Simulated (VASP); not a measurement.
Si62P (a cell with a defect): single point with PBE

Si62P (a cell with a defect):

```
CELL_PARAMETERS angstrom
10.86000 0.00000 0.00000
0.00000 10.86000 0.00000
0.00000 0.00000 10.86000
ATOMIC_POSITIONS crystal
Si 0.49978 0.00022 0.99938
Si 0.62079 0.12446 0.12797
Si 0.74792 0.24841 0.00129
Si 0.87323 0.37571 0.12429
Si 0.74459 0.00090 0.25540
Si 0.87447 0.12532 0.37468
Si 0.99919 0.00044 0.99919
Si 0.12347 0.12753 0.12347
Si 0.24847 0.25153 0.99776
Si 0.37247 0.37653 0.12347
Si 0.49956 0.50081 0.99919
Si 0.62511 0.62609 0.12832
Si 0.75083 0.74917 0.00273
Si 0.87391 0.87489 0.12832
Si 0.25086 0.00903 0.25086
Si 0.49097 0.24914 0.25086
Si 0.62079 0.37203 0.37554
Si 0.74792 0.49871 0.25159
Si 0.87464 0.62536 0.37467
Si 0.62272 0.11271 0.62272
Si 0.74459 0.24460 0.49910
Si 0.87391 0.37168 0.62511
Si 0.75018 0.99668 0.75018
Si 0.87464 0.12533 0.87464
Si 0.99951 0.50049 0.99951
Si 0.12429 0.62677 0.12429
Si 0.25159 0.75208 0.00129
Si 0.37554 0.87921 0.12797
Si 0.99776 0.25153 0.24847
Si 0.12347 0.37653 0.37247
Si 0.24847 0.50224 0.24847
Si 0.37468 0.62553 0.37468
Si 0.49910 0.75541 0.25540
Si 0.62272 0.87728 0.38729
Si 0.99938 0.00022 0.49978
Si 0.12797 0.12446 0.62079
Si 0.25086 0.24914 0.49097
Si 0.37554 0.37203 0.62079
Si 0.49978 0.50062 0.49978
Si 0.62647 0.62206 0.62647
Si 0.75018 0.74982 0.50332
Si 0.87794 0.87353 0.62647
Si 0.25540 0.00090 0.74459
Si 0.37468 0.12532 0.87447
Si 0.49910 0.24460 0.74459
Si 0.62511 0.37168 0.87391
Si 0.75083 0.49727 0.75083
Si 0.87540 0.62460 0.87540
Si 0.00129 0.75208 0.25159
Si 0.12797 0.87921 0.37554
Si 0.99919 0.50081 0.49956
Si 0.12832 0.62609 0.62511
Si 0.25540 0.75541 0.49910
Si 0.38729 0.87728 0.62272
Si 0.00129 0.24841 0.74792
Si 0.12429 0.37571 0.87323
Si 0.25159 0.49871 0.74792
Si 0.37467 0.62536 0.87464
Si 0.50332 0.74982 0.75018
Si 0.62647 0.87353 0.87794
Si 0.00273 0.74917 0.75083
Si 0.12832 0.87489 0.87391
P 0.37704 0.12296 0.37704
```

```yaml
Program: VASP 6.6.1
Task: single point
Functional: PBE
Potentials_or_basis: VASP PAW PBE potentials, release 64 (Si, P)
Cutoff: 520 eV
k_mesh: 1 × 1 × 1
Occupations: gaussian, width 0.05 eV
Spin: no spin polarisation
```

* Largest force: 0.012 eV/Å

Forces in eV/Å, atoms in the order of the input:
```
Si  -0.003  0.003 -0.004
Si   0.001  0.001  0.005
Si  -0.005 -0.002  0.003
Si   0.008  0.003 -0.003
Si   0.003  0.006 -0.009
Si   0.001 -0.003  0.003
Si  -0.003 -0.001 -0.003
Si  -0.001  0.004 -0.001
Si   0.002 -0.002  0.002
Si  -0.004  0.001 -0.001
Si   0.001  0.003 -0.003
Si   0.005 -0.002  0.000
Si  -0.001  0.001 -0.004
Si   0.002 -0.005  0.000
Si  -0.003 -0.004 -0.003
Si   0.004  0.003 -0.003
Si   0.001 -0.005 -0.001
Si  -0.005 -0.003  0.002
Si  -0.001  0.001 -0.009
Si   0.005 -0.005  0.005
Si   0.003  0.009 -0.006
Si   0.002  0.000  0.005
Si  -0.001 -0.010 -0.001
Si  -0.001  0.009 -0.001
Si  -0.002  0.002 -0.002
Si  -0.003 -0.008 -0.003
Si   0.002  0.005  0.003
Si  -0.001 -0.001  0.005
Si   0.002 -0.002  0.002
Si  -0.001  0.001 -0.004
Si   0.002 -0.002  0.002
Si   0.003 -0.001  0.003
Si  -0.006 -0.003 -0.009
Si   0.005 -0.005  0.005
Si  -0.004  0.003 -0.003
Si   0.005  0.001  0.001
Si  -0.003  0.003  0.004
Si  -0.001 -0.005  0.001
Si  -0.003  0.004 -0.003
Si   0.000  0.000  0.000
Si  -0.001  0.001  0.010
Si   0.000  0.000  0.000
Si  -0.009  0.006  0.003
Si   0.003 -0.003  0.001
Si  -0.006  0.009  0.003
Si   0.005  0.000  0.002
Si  -0.001  0.004 -0.001
Si  -0.001  0.001 -0.001
Si   0.003  0.005  0.002
Si   0.005 -0.001 -0.001
Si  -0.003  0.003  0.001
Si   0.000 -0.002  0.005
Si  -0.009 -0.003 -0.006
Si   0.005 -0.005  0.005
Si   0.003 -0.002 -0.005
Si  -0.003  0.003  0.008
Si   0.002 -0.003 -0.005
Si  -0.009  0.001 -0.001
Si   0.010  0.001 -0.001
Si   0.000  0.000  0.000
Si  -0.004  0.001 -0.001
Si   0.000 -0.005  0.002
P    0.007 -0.007  0.007
```

Levels at points of the mesh, in eV from the Fermi level:
| k point | band 122 | band 123 | band 124 | band 125 | band 126 | band 127 | band 128 | band 129 | band 130 | band 131 |
| --- | --- | --- | --- | --- | --- | --- | --- | --- | --- | --- |
| (0.00, 0.00, 0.00) | -1.50 | -1.00 | -0.63 | -0.63 | -0.23 | 0.23 | 0.23 | 0.40 | 0.41 | 0.41 |

It took 9.6 min on 1 thread of Oxide Virtual Turin-like Processor, with other jobs on the host, peak memory 1 GiB.

Caveat: the k points lie up to 0.58 Å⁻¹ apart; the cell carries a net charge on a neutralising background, which shifts energy and pressure; the cell is charged against a uniform background, so pressure and absolute levels hang on convention.
